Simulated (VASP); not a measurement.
# SrTiO3 (Pm-3m) in VASP: G0W0 quasiparticle levels with PBE

Aim: the G0W0 quasiparticle levels of SrTiO3 with PBE.

Program: VASP 6.6.1. These are calculated values, not measurements. Logs are shortened: lines on timing, memory, paths and dates and some standing lists are left out, and cuts for length are marked.

### Step 1. The cell of the first run

Symmetry: Pm-3m, No. 221, cubic system. The conventional cell has a = 3.913 Å, b = 3.913 Å, c = 3.913 Å, α = 90.00°, β = 90.00°, γ = 90.00°. Sr (site symmetry m-3m) has 12 O at 2.77 Å and 8 Ti at 3.39 Å within 3.6 Å. Within 2.6 Å of Ti (site symmetry m-3m) lie 6 O at 1.96 Å. O (site symmetry 4/mmm) has 2 Ti at 1.96 Å within 2.6 Å.

### Step 2. G0W0 quasiparticle levels, PBE

Contents of POSCAR:

```
SrTiO3
1.0
    3.9127013100      0.0000000000      0.0000000000
    0.0000000000      3.9127013100      0.0000000000
    0.0000000000      0.0000000000      3.9127013100
Sr Ti O
1 1 3
Direct
    0.0000000000      0.0000000000      0.0000000000
    0.5000000000      0.5000000000      0.5000000000
    0.5000000000      0.0000000000      0.5000000000
    0.5000000000      0.5000000000      0.0000000000
    0.0000000000      0.5000000000      0.5000000000
```

Contents of INCAR.step1:

```
PREC = Accurate
ENCUT = 500
EDIFF = 1E-8
ISMEAR = 0
SIGMA = 0.01
LREAL = F
LASPH = T
NELM = 80
ALGO = Normal
LWAVE = T
LCHARG = F
GGA = PE
```

Contents of INCAR.step2:

```
PREC = Accurate
ENCUT = 500
EDIFF = 1E-8
ISMEAR = 0
SIGMA = 0.01
LREAL = F
LASPH = T
NELM = 1
ALGO = Exact
LWAVE = T
LCHARG = F
GGA = PE
NBANDS = 269
LOPTICS = T
ISTART = 1
```

Contents of INCAR.step3:

```
PREC = Accurate
ENCUT = 500
EDIFF = 1E-8
ISMEAR = 0
SIGMA = 0.01
LREAL = F
LASPH = T
ALGO = EVGW0
LWAVE = F
LCHARG = F
GGA = PE
NELMGW = 1
NBANDS = 269
ENCUTGW = 150.0
NOMEGA = 48
PRECFOCK = Fast
ISTART = 1
NBANDSGW = 28
```

Contents of KPOINTS:

```
Automatic mesh
0
Gamma
  6 6 6
```

Potentials or basis: VASP PAW PBE potentials, release 64 (Sr_sv_GW, Ti_sv_GW, O_GW).

The run is started by

```bash
$ cat potpaw_PBE.64/Sr_sv_GW/POTCAR potpaw_PBE.64/Ti_sv_GW/POTCAR potpaw_PBE.64/O_GW/POTCAR > POTCAR
$ cp INCAR.step1 INCAR
$ mpirun -np 1 vasp_std > vasp.out
$ cp INCAR.step2 INCAR
$ mpirun -np 1 vasp_std > vasp.out
$ cp INCAR.step3 INCAR
$ mpirun -np 1 vasp_std > vasp.out
```

OUTCAR:

```text
PREC = Accurate
   ENCUT = 500
   EDIFF = 1E-8
   ISMEAR = 0
   LREAL = F
   LASPH = T
   GGA = PE
   NELMGW = 1
   ENCUTGW = 150.0
   PRECFOCK = Fast
   ISTART = 1

 ion  position               nearest neighbor table
   1  0.000  0.000  0.000-
   2  0.500  0.500  0.500-   3 1.96   4 1.96   5 1.96   4 1.96   3 1.96   5 1.96
   3  0.500  0.000  0.500-   2 1.96   2 1.96
   4  0.500  0.500  0.000-   2 1.96   2 1.96
   5  0.000  0.500  0.500-   2 1.96   2 1.96

  LATTYP: Found a simple cubic cell.
 ALAT       =     3.9127013100

  Lattice vectors:

 A1 = (   3.9127013100,   0.0000000000,   0.0000000000)
 A2 = (   0.0000000000,   3.9127013100,   0.0000000000)
 A3 = (   0.0000000000,   0.0000000000,   3.9127013100)

Analysis of symmetry for initial positions (statically):
=====================================================================
 Subroutine PRICEL returns:
 Original cell was already a primitive cell.

 Routine SETGRP: Setting up the symmetry group for a
 simple cubic supercell.

 Subroutine GETGRP returns: Found 48 space group operations
 (whereof 48 operations were pure point group operations)
 out of a pool of 48 trial point group operations.

The static configuration has the point symmetry O_h .

Analysis of symmetry for dynamics (positions and initial velocities):
=====================================================================
 Subroutine PRICEL returns:
 Original cell was already a primitive cell.

 Routine SETGRP: Setting up the symmetry group for a
 simple cubic supercell.

 Subroutine GETGRP returns: Found 48 space group operations
 (whereof 48 operations were pure point group operations)
 out of a pool of 48 trial point group operations.

The dynamic configuration has the point symmetry O_h .

 Subroutine INISYM returns: Found 48 space group operations
 (whereof 48 operations are pure point group operations),
 and found     1 'primitive' translations

----------------------------------------------------------------------------------------

                                     Primitive cell

  volume of cell :      59.9005

  direct lattice vectors                    reciprocal lattice vectors
     3.912701310  0.000000000  0.000000000     0.255577904  0.000000000  0.000000000
     0.000000000  3.912701310  0.000000000     0.000000000  0.255577904  0.000000000
     0.000000000  0.000000000  3.912701310     0.000000000  0.000000000  0.255577904

  length of vectors
     3.912701310  3.912701310  3.912701310     0.255577904  0.255577904  0.255577904

  position of ions in fractional coordinates (direct lattice)
     0.000000000  0.000000000  0.000000000
     0.500000000  0.500000000  0.500000000
     0.500000000  0.000000000  0.500000000
     0.500000000  0.500000000  0.000000000
     0.000000000  0.500000000  0.500000000

  ion indices of the primitive-cell ions
   primitive index   ion index
                 1           1
                 2           2
                 3           3
                 4           4
                 5           5

----------------------------------------------------------------------------------------

 KPOINTS: Automatic mesh

Automatic generation of k-mesh.
 Grid dimensions read from file:
 generate k-points for:    6    6    6

 Generating k-lattice:

  Cartesian coordinates                     Fractional coordinates (reciprocal lattice)
     0.042596317  0.000000000  0.000000000     0.166666667  0.000000000  0.000000000
     0.000000000  0.042596317  0.000000000     0.000000000  0.166666667  0.000000000
     0.000000000  0.000000000  0.042596317     0.000000000  0.000000000  0.166666667

  Length of vectors
     0.042596317  0.042596317  0.042596317

  Shift w.r.t. Gamma in fractional coordinates (k-lattice)
     0.000000000  0.000000000  0.000000000

 Subroutine IBZKPT returns following result:
 ===========================================

 Found     20 irreducible k-points:

 Following reciprocal coordinates:
            Coordinates               Weight
  0.000000  0.000000  0.000000      1.000000
  0.166667  0.000000  0.000000      6.000000
  0.333333  0.000000  0.000000      6.000000
  0.500000  0.000000  0.000000      3.000000
  0.166667  0.166667  0.000000     12.000000
  0.333333  0.166667  0.000000     24.000000
[... 12 lines left out ...]
  0.500000  0.500000  0.333333      6.000000
  0.500000  0.500000  0.500000      1.000000
   k-points           NKPTS =     20   k-points in BZ     NKDIM =    216   number of bands    NBANDS=    269
   number of dos      NEDOS =    301   number of ions     NIONS =      5
   total plane-waves  NPLWV =  27000
   dimension x,y,z NGX =    30 NGY =   30 NGZ =   30
   dimension x,y,z NGXF=    60 NGYF=   60 NGZF=   60
   ions per type =               1   1   3
   NGX,Y,Z   is equivalent  to a cutoff of  12.75, 12.75, 12.75 a.u.
   NGXF,Y,Z  is equivalent  to a cutoff of  25.49, 25.49, 25.49 a.u.
 SYSTEM =  unknown system
   PREC   = accura    normal or accurate (medium, high low for compatibility)
   ISTART =      1    job   : 0-new  1-cont  2-samecut
   ICHARG =      0    charge: 1-file 2-atom 10-const
   ISPIN  =      1    spin polarized calculation?
   LNONCOLLINEAR =      F non collinear calculations
   LSORBIT =      F    spin-orbit coupling
   LASPH  =      T    aspherical Exc in radial PAW
   ENCUT  =  500.0 eV  36.75 Ry    6.06 a.u.   7.13  7.13  7.13*2*pi/ulx,y,z
   NELM   =     60;   NELMIN=  2; NELMDL=  0     # of ELM steps
   EDIFF  = 0.1E-07   stopping-criterion for ELM
   LREAL  =      F    real-space projection
   EDIFFG = 0.1E-06   stopping-criterion for IOM
   NSW    =      0    number of steps for IOM
   IBRION =     -1    ionic relax: 0-MD 1-quasi-New 2-CG
   NFREE  =      0    steps in history (QN), initial steepest desc. (CG)
   ISIF   =      0    stress and relaxation
   ISYM   =      3    0-nonsym 1-usesym 2-fastsym
   POTIM  = 0.5000    time-step for ionic-motion
   TEBEG  =    0.0;   TEEND  =   0.0 temperature during run
   PSTRESS=    0.0 pullay stress
   NELECT =      40.0000    total number of electrons
   NUPDOWN=      -1.0000    fix difference up-down
   EMIN   =  10.00;   EMAX   =-10.00  energy-range for DOS
   EFERMI =   0.00;   METHOD = LEGACY
   ISMEAR =     0;   SIGMA  =   0.01  broadening in eV -4-tet -1-fermi 0-gaus
   EFERMI_NEDOS =   21; number of points for ismear=-14 and -15
   IALGO  =     38    algorithm
   IMIX   =      4    mixing-type and parameters
     AMIX     =   0.40;   BMIX     =  1.00
     AMIX_MAG =   1.60;   BMIX_MAG =  1.00
  volume/ion in A,a.u.               =      11.98        80.85
  Fermi-wavevector in a.u.,A,eV,Ry     =   1.430929  2.704064 27.858721  2.047558
  Thomas-Fermi vector in A             =   2.550721
   LORBIT       =      0    0 simple, 1 ext, 2 COOP (PROOUT), +10 PAW based schemes
   GGA     = PE    functional components
   LHFCALC =     T    Hartree Fock is set to
   PRECFOCK=fast      Normal, Fast or Accurate (Low or Medium for compatibility)
   ENCUT4O =  -1.0   cutoff for four orbital integrals eV
   NKREDX  =     1    reduce k-point grid by
   NKREDY  =     1    reduce k-point grid by
   NKREDZ  =     1    reduce k-point grid by
   AEXX    =    1.0000 exact exchange contribution
   HFSCREEN=    0.0000 screening length (either q_TF or 0.3 A-1)
   HFSCREENC=   0.0000 screening length for correlation (either q_TF or 0.3 A-1)
   ENCUTFOCK=  -1.0 apply spherical cutoff to Coloumb kernel
   IVDW    =     0    specifies the selected vdW correction
   LEPSILON=     F    determine dielectric tensor
   LRPA    =     F    only Hartree local field effects (RPA)
   LRPAFORCE           =     F    calculate RPA forces
   ENCUTGW             = 150.0    cutoff for response function in eV
   ENCUTGWSOFT         = 120.0    soft cutoff for Coulomb kernel in GW response function in eV
   ENCUTLF             =  -1.0    cutoff for local field effects
   NELMGW              =     1    number of iterations in solving QP/BSE equation
   NELMHF              =     1    number of iterations in the inner HF iteration
   NKREDLFX            =     1    NKREDLFY  =   1   NKREDLFZ  =   1
 non-spin polarized calculation
 Gauss-broadening in eV      SIGMA  =   0.01
  energy-cutoff  :      500.00
  volume of cell :       59.90
 maximum number of plane-waves:      1568
 NGX is ok and might be reduce to    30
  NGX = 16; NGY = 16; NGZ = 16
   NGX = 15   NGY = 15   NGZ = 15
 maximum number of plane-waves:       280

 QP shifts <psi_nk| G(iteration)W_0 |psi_nk>: iteration 1
 for sc-GW calculations column KS-energies equals QP-energies in previous step
 and V_xc(KS)=  KS-energies - (<T + V_ion + V_H > + <T+V_H+V_ion>^1  + <V_x>^1)

 k-point   1 :       0.0000    0.0000    0.0000
  band No.  KS-energies  QP-energies   sigma(KS)   V_xc(KS)     V^pw_x(r,r')   Z            occupation Imag(sigma)

      1     -51.4622     -52.5391     -26.7938     -24.9643     -41.7011       0.5886       2.0000       1.8221
      2     -27.7734     -29.3330     -19.8224     -17.4479     -28.9722       0.6568       2.0000       1.3101
      3     -27.7179     -28.6902     -25.5851     -24.1122     -34.6329       0.6602       2.0000       1.0839
      4     -27.7179     -28.6902     -25.5851     -24.1122     -34.6329       0.6602       2.0000       1.0839
      5     -27.7179     -28.6902     -25.5851     -24.1122     -34.6329       0.6602       2.0000       1.0839
      6     -12.4386     -13.7850     -21.0961     -19.0586     -30.6787       0.6608       2.0000       1.5701
[... 20 lines left out ...]
     27      10.3966      11.1292      -9.6802     -10.5700      -5.3640       0.8234       0.0000      -0.2378
     28      11.1315      11.7145     -10.5961     -11.3097      -6.2528       0.8171       0.0000      -0.2395

 k-point   2 :       0.1667    0.0000    0.0000
  band No.  KS-energies  QP-energies   sigma(KS)   V_xc(KS)     V^pw_x(r,r')   Z            occupation Imag(sigma)

      1     -51.4619     -52.5384     -26.7917     -24.9647     -41.7014       0.5893       2.0000       1.8223
      2     -27.8094     -29.1549     -21.8351     -19.7806     -30.9791       0.6549       2.0000       1.2416
      3     -27.7171     -28.6895     -25.5850     -24.1135     -34.6318       0.6608       2.0000       1.0831
      4     -27.7171     -28.6895     -25.5850     -24.1135     -34.6318       0.6608       2.0000       1.0831
      5     -27.6932     -28.8718     -23.5435     -21.7622     -32.6219       0.6617       2.0000       1.1569
      6     -12.4549     -13.8371     -20.9665     -18.8844     -30.3309       0.6638       2.0000       1.5308
[... 20 lines left out ...]
     27      10.8616      11.6671     -10.3072     -11.2937      -6.0324       0.8165       0.0000      -0.2450
     28      11.7795      12.4316     -11.1488     -11.9553      -6.7725       0.8086       0.0000      -0.2571

 k-point   3 :       0.3333    0.0000    0.0000
  band No.  KS-energies  QP-energies   sigma(KS)   V_xc(KS)     V^pw_x(r,r')   Z            occupation Imag(sigma)

      1     -51.4613     -52.5368     -26.7873     -24.9657     -41.7021       0.5905       2.0000       1.8228
      2     -27.8593     -29.0864     -22.7690     -20.8801     -31.9448       0.6496       2.0000       1.2181
      3     -27.7158     -28.6875     -25.5848     -24.1159     -34.6298       0.6615       2.0000       1.0816
      4     -27.7158     -28.6875     -25.5848     -24.1159     -34.6298       0.6615       2.0000       1.0816
      5     -27.6664     -28.9428     -22.5533     -20.6294     -31.6496       0.6634       2.0000       1.1892
      6     -12.5715     -14.0249     -20.6378     -18.4744     -29.5960       0.6718       2.0000       1.4645
[... 20 lines left out ...]
     27      11.8261      12.7350     -10.7585     -11.8806      -6.2819       0.8100       0.0000      -0.2717
     28      13.0965      14.2622     -10.8323     -12.2700      -6.0466       0.8109       0.0000      -0.2985

 k-point   4 :       0.5000    0.0000    0.0000
  band No.  KS-energies  QP-energies   sigma(KS)   V_xc(KS)     V^pw_x(r,r')   Z            occupation Imag(sigma)

      1     -51.4609     -52.5390     -26.7850     -24.9661     -41.7023       0.5927       2.0000       1.8230
      2     -27.8807     -29.0748     -22.9961     -21.1539     -32.1912       0.6482       2.0000       1.2151
      3     -27.7150     -28.6871     -25.5846     -24.1170     -34.6286       0.6624       2.0000       1.0809
      4     -27.7150     -28.6871     -25.5846     -24.1170     -34.6286       0.6624       2.0000       1.0809
      5     -27.6560     -28.9555     -22.2982     -20.3391     -31.3996       0.6633       2.0000       1.1967
      6     -12.6497     -14.1313     -20.4860     -18.2917     -29.2949       0.6752       2.0000       1.4425
[... 468 lines left out ...]
     27      12.8025      14.1056     -14.5532     -16.2451      -9.3858       0.7702       0.0000      -0.3749
     28      13.0538      14.6068     -19.6029     -21.7945     -13.0354       0.7086       0.0000      -0.5833

 k-point  19 :       0.5000    0.5000    0.3333
  band No.  KS-energies  QP-energies   sigma(KS)   V_xc(KS)     V^pw_x(r,r')   Z            occupation Imag(sigma)

      1     -51.4586     -52.5430     -26.7692     -24.9690     -41.7041       0.6024       2.0000       1.8240
      2     -27.7822     -28.7061     -25.4492     -24.0282     -34.5988       0.6502       2.0000       1.1058
      3     -27.7822     -28.7061     -25.4492     -24.0282     -34.5988       0.6502       2.0000       1.1058
      4     -27.7641     -28.6993     -25.4822     -24.0523     -34.6040       0.6540       2.0000       1.0979
      5     -27.7184     -29.2771     -19.8682     -17.5014     -28.9977       0.6585       2.0000       1.2963
      6     -11.2960     -12.7071     -22.1347     -20.0414     -31.3141       0.6742       2.0000       1.3962
[... 20 lines left out ...]
     27      12.7811      14.3306     -19.4509     -21.6257     -13.0418       0.7125       0.0000      -0.5423
     28      13.3044      14.9237     -21.3575     -23.7093     -14.2581       0.6885       0.0000      -0.6858

 k-point  20 :       0.5000    0.5000    0.5000
  band No.  KS-energies  QP-energies   sigma(KS)   V_xc(KS)     V^pw_x(r,r')   Z            occupation Imag(sigma)

      1     -51.4584     -52.5415     -26.7668     -24.9697     -41.7044       0.6026       2.0000       1.8243
      2     -27.7817     -28.7045     -25.4492     -24.0301     -34.5981       0.6503       2.0000       1.1048
      3     -27.7817     -28.7045     -25.4492     -24.0301     -34.5981       0.6503       2.0000       1.1048
      4     -27.7817     -28.7045     -25.4492     -24.0301     -34.5981       0.6503       2.0000       1.1048
      5     -27.7140     -29.2729     -19.8720     -17.5060     -29.0001       0.6589       2.0000       1.2968
      6     -11.1129     -12.5422     -22.3056     -20.1954     -31.3903       0.6774       2.0000       1.3584
[... 20 lines left out ...]
     27      13.3040      14.9255     -21.3577     -23.7102     -14.2589       0.6893       0.0000      -0.6859
     28      13.3040      14.9255     -21.3577     -23.7102     -14.2589       0.6893       0.0000      -0.6859
```

It took 2.3 h on 1 thread of Intel Xeon Platinum 8488C (Sapphire Rapids), shared host; peak memory 2.4 GiB.

Results:

```
Quasiparticle gap                                   : 3.61 eV
Least direct quasiparticle gap                      : 3.95 eV
Band gap of the starting levels on the mesh         : 1.87 eV
Least direct gap of the starting levels on the mesh : 2.22 eV
```

Caveat: bands, screening cutoff and mesh are small and nothing is extrapolated, so the quasiparticle values aren't converged.
